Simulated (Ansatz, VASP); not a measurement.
# Ti: VASP beside Ansatz

Contents of INCAR:

```
PREC = Accurate
ENCUT = 520
EDIFF = 1E-6
ISMEAR = 0
SIGMA = 0.15
LREAL = False
LASPH = True
NELM = 100
ALGO = Fast
ISIF = 2
LWAVE = False
LCHARG = False
GGA = PE
NBANDS = 12
```

Contents of KPOINTS:

```
Automatic mesh
0
Gamma
  26 26 26
```

POSCAR

```
Ti
1.0
   -1.6277527636      1.7701811304      1.6277527636
    1.6277527636     -1.7701811304      1.6277527636
    1.6277527636      1.7701811304     -1.6277527636
Ti
1
Direct
    0.0000000000      0.0000000000      0.0000000000
```

Input for Ansatz:

```yaml
crystal:
  lattice:
    - [-1.6277527636, 1.7701811304, 1.6277527636]
    - [1.6277527636, -1.7701811304, 1.6277527636]
    - [1.6277527636, 1.7701811304, -1.6277527636]
  atoms:
    - { symbol: Ti, position: [0.0, 0.0, 0.0] }
basis:
  ecutwfc: 420
kpoints:
  mp_grid: { grid: [26, 26, 26] }
hamiltonian:
  xc: pbe
scf:
  occupations: { method: gaussian, width: 0.15 }
output:
  forces: true
  stress: true
  eigenvalues: true
```

Change from the starting cell: strain +0.0875 x Voigt [0, 1, 0, 0, 0, 0], atoms carried along.

Alike in both runs: task single point; functional PBE; k mesh 26 × 26 × 26; occupations gaussian, width 0.15 eV; no spin polarisation.

|  | VASP | Ansatz |
| --- | --- | --- |
| version | VASP 6.6.1 | Ansatz 0.2.0 |
| potentials or method | VASP PAW PBE potentials, release 64 (Ti_sv), cutoff 520 eV | scalar-relativistic, plane waves, PAW |
| valence electrons in the cell | 12 | 12 |

|  | VASP | Ansatz | Ansatz less VASP |
| --- | --- | --- | --- |
| gap on the k mesh at the Fermi level (eV) | none | none | - |
| pressure (GPa) | -7.7 | -7.5 | +0.19 |
| traceless stress, the component that is largest in VASP (GPa) | 1.31 | 1.31 | 0.000 |

A gap of «none» marks a metal or a gap that the smearing closes. With one functional, cell and mesh, what is left measures potentials, basis and numerics.
